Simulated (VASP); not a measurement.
# FeCu (Fm-3m) in VASP: further runs, part 3 of 3

VASP 6.6.1. The steps go on from the part before.

### 7 Single point, PBE, collinear spin, ferromagnetic start (volume scaled by 1.06)

INCAR reads:

```
SYSTEM = FeCu
PREC = Accurate
ENCUT = 520
EDIFF = 1E-7
ISMEAR = -1
SIGMA = 0.05
LREAL = .False.
LASPH = .True.
NELM = 150
ALGO = Fast
ISIF = 2
LWAVE = .False.
LCHARG = .True.
ISPIN = 2
MAGMOM = 3 0.6
LORBIT = 11
LMAXMIX = 4
GGA = PE
LELF = .True.
LVHAR = .True.
NBANDS = 20
```

KPOINTS reads:

```
Automatic mesh
0
Gamma
  11 11 11
  0 0 0
```

POSCAR reads:

```
FeCu
1.0
    0.0000000000      2.2122106379      2.2122106379
    2.2122106379      0.0000000000      2.2122106379
    2.2122106379      2.2122106379      0.0000000000
Fe Cu
1 1
Direct
    0.5000000000      0.5000000000      0.5000000000
    0.0000000000      0.0000000000      0.0000000000
```

Potentials or basis: VASP PAW PBE potentials, release 64 (Fe, Cu).

Started as:

```
$ cat potpaw_PBE.64/Fe/POTCAR potpaw_PBE.64/Cu/POTCAR > POTCAR
$ mpirun -np 1 vasp_std > vasp.out
```

OUTCAR:

```text
SYSTEM = FeCu
   PREC = Accurate
   ENCUT = 520
   EDIFF = 1E-7
   ISMEAR = -1
   LREAL = .False.
   LASPH = .True.
   NELM = 150
   ISIF = 2
   ISPIN = 2
   LORBIT = 11
   GGA = PE

 ion  position               nearest neighbor table
   1  0.500  0.500  0.500-   2 2.21   2 2.21   2 2.21   2 2.21   2 2.21   2 2.21
   2  0.000  0.000  0.000-   1 2.21   1 2.21   1 2.21   1 2.21   1 2.21   1 2.21

  LATTYP: Found a face centered cubic cell.
 ALAT       =     4.4244212758

  Lattice vectors:

 A1 = (   0.0000000000,   2.2122106379,   2.2122106379)
 A2 = (   2.2122106379,   0.0000000000,   2.2122106379)
 A3 = (   2.2122106379,   2.2122106379,   0.0000000000)

Analysis of symmetry for initial positions (statically):
=====================================================================
 Subroutine PRICEL returns:
 Original cell was already a primitive cell.

 Routine SETGRP: Setting up the symmetry group for a
 face centered cubic supercell.

 Subroutine GETGRP returns: Found 48 space group operations
 (whereof 48 operations were pure point group operations)
 out of a pool of 48 trial point group operations.

The static configuration has the point symmetry O_h .

Analysis of symmetry for dynamics (positions and initial velocities):
=====================================================================
 Subroutine PRICEL returns:
 Original cell was already a primitive cell.

 Routine SETGRP: Setting up the symmetry group for a
 face centered cubic supercell.

 Subroutine GETGRP returns: Found 48 space group operations
 (whereof 48 operations were pure point group operations)
 out of a pool of 48 trial point group operations.

The dynamic configuration has the point symmetry O_h .

Analysis of structural, dynamic, and magnetic symmetry:
=====================================================================
 Subroutine PRICEL returns:
 Original cell was already a primitive cell.

 Routine SETGRP: Setting up the symmetry group for a
 face centered cubic supercell.

 Subroutine GETGRP returns: Found 48 space group operations
 (whereof 48 operations were pure point group operations)
 out of a pool of 48 trial point group operations.

The overall configuration has the point symmetry O_h .

 Subroutine INISYM returns: Found 48 space group operations
 (whereof 48 operations are pure point group operations),
 and found     1 'primitive' translations

----------------------------------------------------------------------------------------

                                     Primitive cell

  volume of cell :      21.6526

  direct lattice vectors                    reciprocal lattice vectors
     0.000000000  2.212210638  2.212210638    -0.226018260  0.226018260  0.226018260
     2.212210638  0.000000000  2.212210638     0.226018260 -0.226018260  0.226018260
     2.212210638  2.212210638  0.000000000     0.226018260  0.226018260 -0.226018260

  length of vectors
     3.128538287  3.128538287  3.128538287     0.391475110  0.391475110  0.391475110

  position of ions in fractional coordinates (direct lattice)
     0.500000000  0.500000000  0.500000000
     0.000000000  0.000000000  0.000000000

  ion indices of the primitive-cell ions
   primitive index   ion index
                 1           1
                 2           2
[... 58 lines left out ...]
   dimension x,y,z NGXF=    48 NGYF=   48 NGZF=   48
   ions per type =               1   1
   NGX,Y,Z   is equivalent  to a cutoff of  12.75, 12.75, 12.75 a.u.
   NGXF,Y,Z  is equivalent  to a cutoff of  25.51, 25.51, 25.51 a.u.
 SYSTEM =  FeCu
   PREC   = accura    normal or accurate (medium, high low for compatibility)
   ISTART =      0    job   : 0-new  1-cont  2-samecut
   ICHARG =      2    charge: 1-file 2-atom 10-const
   ISPIN  =      2    spin polarized calculation?
   LNONCOLLINEAR =      F non collinear calculations
   LSORBIT =      F    spin-orbit coupling
   LASPH  =      T    aspherical Exc in radial PAW
   ENCUT  =  520.0 eV  38.22 Ry    6.18 a.u.   5.82  5.82  5.82*2*pi/ulx,y,z
   NELM   =    150;   NELMIN=  2; NELMDL= -5     # of ELM steps
   EDIFF  = 0.1E-06   stopping-criterion for ELM
   LREAL  =      F    real-space projection
   EDIFFG = 0.1E-05   stopping-criterion for IOM
   NSW    =      0    number of steps for IOM
   IBRION =     -1    ionic relax: 0-MD 1-quasi-New 2-CG
   NFREE  =      0    steps in history (QN), initial steepest desc. (CG)
   ISIF   =      2    stress and relaxation
   ISYM   =      2    0-nonsym 1-usesym 2-fastsym
   POTIM  = 0.5000    time-step for ionic-motion
   TEBEG  =    0.0;   TEEND  =   0.0 temperature during run
   PSTRESS=    0.0 pullay stress
   NELECT =      19.0000    total number of electrons
   NUPDOWN=      -1.0000    fix difference up-down
   EMIN   =  10.00;   EMAX   =-10.00  energy-range for DOS
   EFERMI =   0.00;   METHOD = LEGACY
   ISMEAR =    -1;   SIGMA  =   0.05  broadening in eV -4-tet -1-fermi 0-gaus
   EFERMI_NEDOS =   21; number of points for ismear=-14 and -15
   IALGO  =     68    algorithm
   IMIX   =      4    mixing-type and parameters
     AMIX     =   0.40;   BMIX     =  1.00
     AMIX_MAG =   1.60;   BMIX_MAG =  1.00
  volume/ion in A,a.u.               =      10.83        73.06
  Fermi-wavevector in a.u.,A,eV,Ry     =   1.567315  2.961795 33.422379  2.456476
  Thomas-Fermi vector in A             =   2.669513
   LORBIT       =     11    0 simple, 1 ext, 2 COOP (PROOUT), +10 PAW based schemes
   GGA     = PE    functional components
   LHFCALC =     F    Hartree Fock is set to
   AEXX    =    0.0000 exact exchange contribution
   IVDW    =     0    specifies the selected vdW correction
   LEPSILON=     F    determine dielectric tensor
   LRPA    =     F    only Hartree local field effects (RPA)
 spin polarized calculation
 RMM-DIIS sequential band-by-band and
  energy-cutoff  :      520.00
  volume of cell :       21.65
 maximum number of plane-waves:       595
   NGX = 11   NGY = 11   NGZ = 11

 number of electron      18.9999986 magnetization       2.7907834

 Free energy of the ion-electron system (eV)
  ---------------------------------------------------
  ext. energy  EPLUGINS =         0.00000000
  ---------------------------------------------------
  free energy    TOTEN  =        -9.54133744 eV

  energy without entropy =       -9.52861725  energy(sigma->0) =       -9.53497734

 E-fermi :   7.8844     XC(G=0): -13.2252

 val. band max:        7.8836940032   @ k =  -0.2727   0.0909   0.0000
 cond. band min:       7.8874705113   @ k =   0.2727   0.0000   0.0000
 fundamental gap:      0.0037765082
 Fermi energy:         7.8844027307

 spin component 1

 k-point     1 :       0.0000    0.0000    0.0000
  band No.  band energies     occupation
      1      -1.7653      1.00000
      2       2.3595      1.00000
      3       2.3595      1.00000
      4       2.6291      1.00000
      5       2.6291      1.00000
      6       2.6291      1.00000
[... 541 lines left out ...]
     19      29.8936      0.00000
     20      31.3520      0.00000

 [... further k-points ...]

 spin component 2

 k-point     1 :       0.0000    0.0000    0.0000
  band No.  band energies     occupation
      1      -1.6215      1.00000
      2       3.0341      1.00000
      3       3.0343      1.00000
      4       3.3987      1.00000
      5       3.3987      1.00000
      6       3.3988      1.00000
[... 541 lines left out ...]
     19      30.4563      0.00000
     20      31.7131      0.00000

 [... further k-points ...]
[... 5 lines left out ...]
  --------------------------------------------------------------------------------------
  -------------------------------------------------------------------------------------
  Total        7.4376147      7.4376147      7.4376147     -0.0000000     -0.0000000      0.0000000
  in kB      550.3447582    550.3447582    550.3447582     -0.0000000     -0.0000000      0.0000000
  external PRESSURE =     550.3447582 kB  Pullay stress =       0.0000000 kB

 VOLUME and BASIS-vectors are now :
 -----------------------------------------------------------------------------
  energy-cutoff  :      520.00
  volume of cell :       21.65
      direct lattice vectors                 reciprocal lattice vectors
     0.000000000  2.212210638  2.212210638    -0.226018260  0.226018260  0.226018260
     2.212210638  0.000000000  2.212210638     0.226018260 -0.226018260  0.226018260
     2.212210638  2.212210638  0.000000000     0.226018260  0.226018260 -0.226018260

 POSITION                                       TOTAL-FORCE (eV/Angst)
 -----------------------------------------------------------------------------------
      2.21221      2.21221      2.21221         0.000000      0.000000     -0.000000
      0.00000      0.00000      0.00000        -0.000000     -0.000000      0.000000
 -----------------------------------------------------------------------------------
    total drift:                                0.000000     -0.000000     -0.000000

  FREE ENERGIE OF THE ION-ELECTRON SYSTEM (eV)
  ---------------------------------------------------
  free  energy   TOTEN  =        -9.5413374390 eV

  energy  without entropy=       -9.5286172484  energy(sigma->0) =       -9.53497734

 total charge

# of ion       s       p       d       tot
------------------------------------------
    1        0.501   0.547   6.360   7.408
    2        0.650   0.569   9.181  10.399
--------------------------------------------------
tot          1.152   1.115  15.540  17.807

 magnetization (x)

# of ion       s       p       d       tot
------------------------------------------
    1        0.012  -0.009   2.578   2.582
    2       -0.034  -0.045   0.279   0.200
--------------------------------------------------
tot         -0.022  -0.053   2.857   2.782
```

OSZICAR:

```text
N       E                     dE             d eps       ncg     rms          rms(c)
DAV:   1     0.101100442534E+03    0.10110E+03   -0.85711E+03  5120   0.149E+03
DAV:   2    -0.530341809845E+01   -0.10640E+03   -0.96820E+02  4516   0.241E+02
DAV:   3    -0.110706188642E+02   -0.57672E+01   -0.55081E+01  4912   0.683E+01
DAV:   4    -0.111331454512E+02   -0.62527E-01   -0.62480E-01  5112   0.713E+00
DAV:   5    -0.111341262609E+02   -0.98081E-03   -0.98078E-03  5072   0.875E-01    0.142E+01
RMM:   6    -0.100106449850E+02    0.11235E+01   -0.59564E+00  5521   0.340E+01    0.664E+00
RMM:   7    -0.975767906041E+01    0.25297E+00   -0.10620E+00  5429   0.145E+01    0.672E+00
RMM:   8    -0.956648749277E+01    0.19119E+00   -0.90046E-02  5529   0.345E+00    0.317E+00
RMM:   9    -0.954725013413E+01    0.19237E-01   -0.17363E-02  5589   0.128E+00    0.162E+00
RMM:  10    -0.954091912708E+01    0.63310E-02   -0.57556E-03  5656   0.667E-01    0.318E-01
RMM:  11    -0.954127478401E+01   -0.35566E-03   -0.12384E-03  5811   0.373E-01    0.850E-02
RMM:  12    -0.954132199689E+01   -0.47213E-04   -0.25958E-04  6180   0.152E-01    0.523E-02
RMM:  13    -0.954133353803E+01   -0.11541E-04   -0.44658E-05  6178   0.577E-02    0.305E-02
RMM:  14    -0.954133694056E+01   -0.34025E-05   -0.10492E-05  5949   0.273E-02    0.905E-03
RMM:  15    -0.954133750792E+01   -0.56736E-06   -0.22164E-06  5869   0.117E-02    0.221E-03
RMM:  16    -0.954133743898E+01    0.68937E-07   -0.40556E-07  5138   0.510E-03
   1 F= -.95413374E+01 E0= -.95349773E+01  d E =-.127202E-01  mag=     2.7908
```

stdout:

```text
POSCAR found type information on POSCAR FeCu
 POSCAR found :  2 types and       2 ions
 scaLAPACK will be used
 LDA part: xc-table for (Slater+PW92), standard interpolation
 POSCAR, INCAR and KPOINTS ok, starting setup
 FFT: planning ... GRIDC
 FFT: planning ... GRID_SOFT
 FFT: planning ... GRID
 WAVECAR not read
 entering main loop
WARNING in EDDRMM: call to ZHEGV failed, returncode =   8  4     17
```

It took 43 s on 1 thread of Intel Xeon Platinum 8259CL at 2.50GHz (Skylake/Cascade Lake), shared host; peak memory 0.17 GiB.

Results:

```
Free energy                                           : -9.5413 eV
Pressure                                              : 55.0 GPa
Net moment                                            : 2.79 μB per cell
Site moments                                          : Fe +2.58; Cu +0.20 μB
Valence electrons inside the program's atomic spheres : Fe 7.41; Cu 10.40
```

Levels at points of the mesh, in eV from the Fermi level:
Spin up:
```
           k point  band 9  band 10  band 11  band 12  band 13  band 14
(0.00, 0.00, 0.00)   -1.38    -0.09    -0.09    12.67    12.67    12.67
```
Spin down:
| k point | band 4 | band 5 | band 6 | band 7 | band 8 | band 9 | band 10 | band 11 |
| --- | --- | --- | --- | --- | --- | --- | --- | --- |
| (0.00, 0.00, 0.00) | -4.49 | -4.49 | -4.49 | 0.86 | 0.86 | 0.86 | 1.53 | 1.54 |

### 8 Summary

| cell | gap on the mesh (eV) | pressure (GPa) | moment (μB) |
| --- | --- | --- | --- |
| a = 3.048 Å, angles 60.0°, 2 atoms | none | 85.0 | 2.61 |
| a = 3.068 Å, angles 60.0°, 2 atoms | none | 76.3 | 2.68 |
| a = 3.089 Å, angles 60.0°, 2 atoms | none | 68.6 | 2.73 |
| a = 3.109 Å, angles 60.0°, 2 atoms | none | 61.5 | 2.76 |
| a = 3.129 Å, angles 60.0°, 2 atoms | none | 55.0 | 2.79 |

Alike in all rows: task single point; level PBE; potentials or basis VASP PAW PBE potentials, release 64 (Fe, Cu); spin collinear, ferromagnetic start; k mesh 11 × 11 × 11; cutoff (eV) 520; smearing fermi-dirac 0.05 eV.

Absolute energies hang on the potentials; compare differences alone.
